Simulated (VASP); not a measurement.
# PtS2 in VASP: single point with PBE+D3(BJ)

Aim: the single point of PtS2 with PBE+D3(BJ).

All numbers are computed with VASP 6.6.1; they aren't measurements. Logs are shortened: lines on timing, memory, paths and dates and some standing lists are left out, and cuts for length are marked.

### 1 The cell of the first run

The cell holds a slab with vacuum, 6 atoms: a = 3.542 Å, b = 3.542 Å, c = 22.467 Å, α = 90.00°, β = 90.00°, γ = 120.00°.

### 2 Single point, PBE+D3(BJ) (layers slid over each other)

Input file INCAR:

```
ALGO = Normal ; DIPOL = 0.5 0.5 0.395
EDIFF = 1E-6 ; ENCUT = 520
GGA = PE ; IDIPOL = 3
ISIF = 2 ; ISMEAR = 0
IVDW = 12 ; LASPH = T
LCHARG = F ; LDIPOL = T
LREAL = F ; LWAVE = F
NBANDS = 31 ; NELM = 80
PREC = Accurate ; SIGMA = 0.05
```

Input file KPOINTS:

```
k-points
0
Gamma
  9 9 1
```

Input file POSCAR:

```
PtS2
1.0
    3.5415278079      0.0000000000      0.0000000000
   -1.7707639039      3.0670530498      0.0000000000
    0.0000000000      0.0000000000     22.4670615492
S Pt
4 2
Direct
    0.6666666667      0.3333333333      0.2002932155
    0.3333333333      0.6666666667      0.3108341854
    0.5000000000      1.0000000000      0.4795255824
    0.8333333333      0.6666666667      0.5900665523
    0.0000000000      0.0000000000      0.2555637004
    1.1666666667      1.3333333333      0.5347960674
```

Potentials or basis: VASP PAW PBE potentials, release 64 (S, Pt).

Run with:

```console
cat potpaw_PBE.64/S/POTCAR potpaw_PBE.64/Pt/POTCAR > POTCAR
mpirun -np 1 vasp_std > vasp.out
```

OUTCAR:

```text
EDIFF = 1E-6
   ENCUT = 520
   GGA = PE
   ISIF = 2
   ISMEAR = 0
   IVDW = 12
   LASPH = T
   LREAL = F
   NELM = 80
   PREC = Accurate
 IVDW          = 12

 ion  position               nearest neighbor table
   1  0.667  0.333  0.200-   5 2.39   5 2.39   5 2.39
   2  0.333  0.667  0.311-   5 2.39   5 2.39   5 2.39
   3  0.500  0.000  0.480-   6 2.39   6 2.39   6 2.39
   4  0.833  0.667  0.590-   6 2.39   6 2.39   6 2.39
   5  0.000  0.000  0.256-   1 2.39   1 2.39   1 2.39   2 2.39   2 2.39   2 2.39
   6  0.167  0.333  0.535-   4 2.39   4 2.39   4 2.39   3 2.39   3 2.39   3 2.39

  LATTYP: Found a hexagonal cell.
 ALAT       =     3.5415278079
 C/A-ratio  =     6.3438896340

  Lattice vectors:

 A1 = (   3.5415278079,   0.0000000000,   0.0000000000)
 A2 = (  -1.7707639039,   3.0670530498,   0.0000000000)
 A3 = (   0.0000000000,   0.0000000000,  22.4670615492)

Analysis of symmetry for initial positions (statically):
=====================================================================
 Subroutine PRICEL returns:
 Original cell was already a primitive cell.

 Routine SETGRP: Setting up the symmetry group for a
 hexagonal supercell.

 Subroutine GETGRP returns: Found  2 space group operations
 (whereof  2 operations were pure point group operations)
 out of a pool of 24 trial point group operations.

The static configuration has the point symmetry C_1h.

Analysis of symmetry for dynamics (positions and initial velocities):
=====================================================================
 Subroutine PRICEL returns:
 Original cell was already a primitive cell.

 Routine SETGRP: Setting up the symmetry group for a
 hexagonal supercell.

 Subroutine GETGRP returns: Found  2 space group operations
 (whereof  2 operations were pure point group operations)
 out of a pool of 24 trial point group operations.

The dynamic configuration has the point symmetry C_1h.

 Subroutine INISYM returns: Found  2 space group operations
 (whereof  2 operations are pure point group operations),
 and found     1 'primitive' translations

----------------------------------------------------------------------------------------

                                     Primitive cell

  volume of cell :     244.0384

  direct lattice vectors                    reciprocal lattice vectors
     3.541527808  0.000000000  0.000000000     0.282364012  0.163022938  0.000000000
    -1.770763904  3.067053050  0.000000000     0.000000000  0.326045877  0.000000000
     0.000000000  0.000000000 22.467061549     0.000000000  0.000000000  0.044509603

  length of vectors
     3.541527808  3.541527808 22.467061549     0.326045877  0.326045877  0.044509603

  position of ions in fractional coordinates (direct lattice)
     0.666666667  0.333333333  0.200293215
     0.333333333  0.666666667  0.310834185
     0.500000000  0.000000000  0.479525582
     0.833333333  0.666666667  0.590066552
     0.000000000  0.000000000  0.255563700
     0.166666667  0.333333333  0.534796067

  ion indices of the primitive-cell ions
   primitive index   ion index
                 1           1
                 2           2
                 3           3
                 4           4
                 5           5
                 6           6

----------------------------------------------------------------------------------------

 KPOINTS: k-points

Automatic generation of k-mesh.
 Grid dimensions read from file:
 generate k-points for:    9    9    1

 Generating k-lattice:

  Cartesian coordinates                     Fractional coordinates (reciprocal lattice)
     0.031373779  0.018113660  0.000000000     0.111111111 -0.000000000  0.000000000
     0.000000000  0.036227320  0.000000000     0.000000000  0.111111111  0.000000000
     0.000000000  0.000000000  0.044509603     0.000000000  0.000000000  1.000000000

  Length of vectors
     0.036227320  0.036227320  0.044509603

  Shift w.r.t. Gamma in fractional coordinates (k-lattice)
     0.000000000  0.000000000  0.000000000

 Subroutine IBZKPT returns following result:
 ===========================================

 Found     25 irreducible k-points:

 Following reciprocal coordinates:
            Coordinates               Weight
  0.000000  0.000000  0.000000      1.000000
  0.111111 -0.000000  0.000000      4.000000
  0.000000  0.111111  0.000000      2.000000
  0.222222  0.000000  0.000000      4.000000
  0.000000  0.222222  0.000000      2.000000
  0.333333 -0.000000  0.000000      4.000000
[... 16 lines left out ...]
 -0.222222 -0.444444  0.000000      4.000000
  0.444444  0.333333  0.000000      4.000000
   k-points           NKPTS =     25   k-points in BZ     NKDIM =     25   number of bands    NBANDS=     31
   number of dos      NEDOS =    301   number of ions     NIONS =      6
   total plane-waves  NPLWV = 131712
   dimension x,y,z NGX =    28 NGY =   28 NGZ =  168
   dimension x,y,z NGXF=    56 NGYF=   56 NGZF=  336
   ions per type =               4   2
   NGX,Y,Z   is equivalent  to a cutoff of  13.14, 13.14, 12.43 a.u.
   NGXF,Y,Z  is equivalent  to a cutoff of  26.29, 26.29, 24.86 a.u.
 SYSTEM =  unknown system
   PREC   = accura    normal or accurate (medium, high low for compatibility)
   ISTART =      0    job   : 0-new  1-cont  2-samecut
   ICHARG =      2    charge: 1-file 2-atom 10-const
   ISPIN  =      1    spin polarized calculation?
   LNONCOLLINEAR =      F non collinear calculations
   LSORBIT =      F    spin-orbit coupling
   LASPH  =      T    aspherical Exc in radial PAW
   ENCUT  =  520.0 eV  38.22 Ry    6.18 a.u.   6.58  6.58 41.77*2*pi/ulx,y,z
   NELM   =     80;   NELMIN=  2; NELMDL= -5     # of ELM steps
   EDIFF  = 0.1E-05   stopping-criterion for ELM
   LREAL  =      F    real-space projection
   EDIFFG = 0.1E-04   stopping-criterion for IOM
   NSW    =      0    number of steps for IOM
   IBRION =     -1    ionic relax: 0-MD 1-quasi-New 2-CG
   NFREE  =      0    steps in history (QN), initial steepest desc. (CG)
   ISIF   =      2    stress and relaxation
   ISYM   =      2    0-nonsym 1-usesym 2-fastsym
   POTIM  = 0.5000    time-step for ionic-motion
   TEBEG  =    0.0;   TEEND  =   0.0 temperature during run
   PSTRESS=    0.0 pullay stress
   NELECT =      44.0000    total number of electrons
   NUPDOWN=      -1.0000    fix difference up-down
   EMIN   =  10.00;   EMAX   =-10.00  energy-range for DOS
   EFERMI =   0.00;   METHOD = LEGACY
   ISMEAR =     0;   SIGMA  =   0.05  broadening in eV -4-tet -1-fermi 0-gaus
   EFERMI_NEDOS =   21; number of points for ismear=-14 and -15
   IALGO  =     38    algorithm
   IMIX   =      4    mixing-type and parameters
     AMIX     =   0.40;   BMIX     =  1.00
     AMIX_MAG =   1.60;   BMIX_MAG =  1.00
  volume/ion in A,a.u.               =      40.67       274.48
  Fermi-wavevector in a.u.,A,eV,Ry     =   0.924854  1.747720 11.637800  0.855354
  Thomas-Fermi vector in A             =   2.050645
   LORBIT       =      0    0 simple, 1 ext, 2 COOP (PROOUT), +10 PAW based schemes
   GGA     = PE    functional components
   LHFCALC =     F    Hartree Fock is set to
   AEXX    =    0.0000 exact exchange contribution
   IVDW    =    12    specifies the selected vdW correction
   LEPSILON=     F    determine dielectric tensor
   LRPA    =     F    only Hartree local field effects (RPA)
 non-spin polarized calculation
 Gauss-broadening in eV      SIGMA  =   0.05
  energy-cutoff  :      520.00
  volume of cell :      244.04
 maximum number of plane-waves:      6671
   NGX = 13   NGY = 13   NGZ = 83

 dipolmoment           0.000000      0.000000      0.000128 electrons x Angstroem

 number of electron      44.0000001 magnetization

 dipolmoment           0.000000      0.000000     -0.000319 electrons x Angstroem

 Free energy of the ion-electron system (eV)
  ---------------------------------------------------
  ext. energy  EPLUGINS =         0.00000000
  ---------------------------------------------------
  free energy    TOTEN  =       -30.90459910 eV

  energy without entropy =      -30.90459910  energy(sigma->0) =      -30.90459910

 E-fermi :  -0.4526     XC(G=0):  -5.4991

 val. band max:       -0.6994495115   @ k =  -0.2222   0.1111   0.0000
 cond. band min:       0.8736799195   @ k =   0.2222   0.0000   0.0000
 fundamental gap:      1.5731294311
 Fermi energy:        -0.4525771652

 k-point     1 :       0.0000    0.0000    0.0000
  band No.  band energies     occupation
      1     -14.8960      2.00000
      2     -14.8750      2.00000
      3     -12.7113      2.00000
      4     -12.6596      2.00000
      5      -6.3896      2.00000
      6      -6.3892      2.00000
[... 23 lines left out ...]
     30       5.3678      0.00000
     31       5.5116      0.00000

 k-point     2 :       0.1111   -0.0000    0.0000
  band No.  band energies     occupation
      1     -14.7418      2.00000
      2     -14.7206      2.00000
      3     -12.7412      2.00000
      4     -12.6937      2.00000
      5      -6.3881      2.00000
      6      -6.3684      2.00000
[... 23 lines left out ...]
     30       5.9620      0.00000
     31       6.0054      0.00000

 k-point     3 :       0.0000    0.1111    0.0000
  band No.  band energies     occupation
      1     -14.7417      2.00000
      2     -14.7206      2.00000
      3     -12.7410      2.00000
      4     -12.6938      2.00000
      5      -6.3880      2.00000
      6      -6.3685      2.00000
[... 703 lines left out ...]
     30       7.5531      0.00000
     31       7.8728      0.00000

 k-point    24 :       0.4444    0.3333    0.0000
  band No.  band energies     occupation
      1     -13.1068      2.00000
      2     -13.0863      2.00000
      3     -12.9554      2.00000
      4     -12.9355      2.00000
      5      -6.6465      2.00000
      6      -6.6284      2.00000
[... 23 lines left out ...]
     30       7.5969      0.00000
     31       7.8438      0.00000

 [... further k-points ...]

------------------------ aborting loop because EDIFF is reached ----------------------------------------

 vacuum level on the upper side and lower side of the slab       (xc-potential included)        -0.219        -0.216

 Edisp (eV)   -1.83890

 E8    (eV) :    -0.7632

  FORCE on cell =-STRESS in cart. coord.  units (eV):
  Direction    XX          YY          ZZ          XY          YZ          ZX
  --------------------------------------------------------------------------------------
  -------------------------------------------------------------------------------------
  Total      -0.48658    -0.46373    -0.75919    -0.00000     0.06678     0.00000
  in kB      -3.19451    -3.04449    -4.98426    -0.00000     0.43840     0.00000
  external pressure =       -3.74 kB  Pullay stress =        0.00 kB

 VOLUME and BASIS-vectors are now :
 -----------------------------------------------------------------------------
  energy-cutoff  :      520.00
  volume of cell :      244.04
      direct lattice vectors                 reciprocal lattice vectors
     3.541527808  0.000000000  0.000000000     0.282364012  0.163022938  0.000000000
    -1.770763904  3.067053050  0.000000000     0.000000000  0.326045877  0.000000000
     0.000000000  0.000000000 22.467061549     0.000000000  0.000000000  0.044509603

 POSITION                                       TOTAL-FORCE (eV/Angst)
 -----------------------------------------------------------------------------------
      1.77076      1.02235      4.50000        -0.000000     -0.006795      0.042714
     -0.00000      2.04470      6.98353        -0.000000     -0.017633      0.008242
      1.77076      0.00000     10.77353         0.000000      0.014978     -0.009349
      1.77076      2.04470     13.25706         0.000000      0.004293     -0.043164
      0.00000      0.00000      5.74177         0.000000      0.009479      0.049108
      0.00000      1.02235     12.01530        -0.000000     -0.004322     -0.047551
 -----------------------------------------------------------------------------------
    total drift:                               -0.000000     -0.000134      0.000103

  FREE ENERGIE OF THE ION-ELECTRON SYSTEM (eV)
  ---------------------------------------------------
  free  energy   TOTEN  =       -32.7434949719 eV

  energy  without entropy=      -32.7434949719  energy(sigma->0) =      -32.74349497

 vacuum level on the upper side and lower side of the slab         5.276         5.280
```

Run time: 5.8 min. Hardware: 1 thread of AMD EPYC 7R43 (Zen 3), shared host; peak memory 0.41 GiB.

What came out:

| Item | Value |
| --- | --- |
| Free energy | -32.7435 eV |
| Largest force | 0.050 eV/Å |
| Band gap on the k mesh | 1.57 eV (least direct gap 1.66 eV) |
| Dispersion energy per atom | -0.306 eV |

Forces in eV/Å, atoms in the order of the input:
```
S    0.000 -0.007  0.043
S    0.000 -0.018  0.008
S    0.000  0.015 -0.009
S    0.000  0.004 -0.043
Pt   0.000  0.009  0.049
Pt   0.000 -0.004 -0.048
```

Caveat: the cell differs from its parent crystal (layers slid over each other); spin-orbit coupling is left out, which moves the levels of the heavy elements.
